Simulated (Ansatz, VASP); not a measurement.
Al3Cu2: VASP beside Ansatz

```
Al Cu
1.0
     4.09195    0.00000    0.00000
    -2.04598    3.54373    0.00000
     0.00000    0.00000    4.99278
Al Cu
3 2
Direct
  0.00000 0.00000 0.00000
  0.33333 0.66667 0.34993
  0.66667 0.33333 0.65007
  0.33333 0.66667 0.83951
  0.66667 0.33333 0.16049
```

Alike in both runs: task single point; functional r2SCAN; k mesh 12 × 12 × 8; occupations gaussian, width 0.1 eV; no spin polarisation.

|  | VASP | Ansatz |
| --- | --- | --- |
| version | VASP 6.6.1 | Ansatz 0.2.0 |
| potentials or method | VASP PAW PBE potentials, release 64 (Al, Cu), cutoff 520 eV | scalar-relativistic, plane waves, PAW |
| valence electrons in the cell | 31 | 47 |

|  | VASP | Ansatz | Ansatz less VASP |
| --- | --- | --- | --- |
| gap on the k mesh at the Fermi level (eV) | none | none | - |
| pressure (GPa) | 0.4 | 0.5 | +0.12 |
| traceless stress, the component that is largest in VASP (GPa) | -0.39 | -0.41 | -0.018 |
| rms of the force components (eV/Å) | 0.006 | 0.006 | 0.0000 |

VASP's potentials were made for PBE, not for r2SCAN. Atom by atom the forces differ by 0.001 eV/Å (rms over components). A gap of «none» marks a metal or a gap that the smearing closes. VASP's potentials hold 31 valence electrons a cell and Ansatz's 47, so a difference there can come from the potentials and not from the codes.
